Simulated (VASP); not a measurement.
A run of VASP 6.6.1 is set up as follows.

Contents of INCAR:

```
SYSTEM = Ti
ALGO = Normal
EDIFF = 1E-7
EDIFFG = -0.03
ENCUT = 600
GGA = PS
IBRION = 2
ISIF = 3
ISMEAR = -1
LASPH = .True.
LCHARG = .False.
LREAL = .False.
LWAVE = .False.
NELM = 80
NSW = 80
PREC = Accurate
SIGMA = 0.05
```

File KPOINTS:

```
k-points
0
Gamma
  5 5 6
  0 0 0
```

The input POSCAR:

```
Ti
1.0
    4.6000000000      0.0000000000      0.0000000000
   -2.3000000000      3.9837168600      0.0000000000
    0.0000000000      0.0000000000      2.8200000000
Ti
3
Direct
    0.0000000000      0.0000000000      0.0000000000
    0.3333333300      0.6666666700      0.5000000000
    0.6666666700      0.3333333300      0.5000000000
```

Potentials or basis: VASP PAW PBE potentials, release 64 (Ti_sv).

Run with:

```console
$ cat potpaw_PBE.64/Ti_sv/POTCAR > POTCAR
$ mpirun -np 1 vasp_std > vasp.out
```

Predict the band gap on the k mesh.

zero (bands 18 and 19 overlap by 0.19 eV).

Predict the relaxed volume.

16.42 Å³/atom.

Estimate the relaxed cell.

a = 4.505 Å, b = 4.505 Å, c = 2.802 Å, α = 90.00°, β = 90.00°, γ = 120.00°.

What does it give for the space group after relaxing (to 0.1 Å)?

P6/mmm (No. 191).

Step by step:
| step | energy change (eV) | largest force (eV/Å) | pressure (GPa) | volume (Å³) |
| --- | --- | --- | --- | --- |
| 1 | 0.0000 | 0.0000 | -5.09 | 51.68 |
| 2 | -0.0245 | 0.0000 | 4.03 | 47.69 |
| 3 | -0.0426 | 0.0000 | 0.15 | 49.21 |
| 4 | -0.0439 | 0.0000 | 0.01 | 49.25 |

Caveat: the k points lie up to 0.37 Å⁻¹ apart in the final cell; the PAW data sets were made with another functional, which shifts forces and pressure a little.
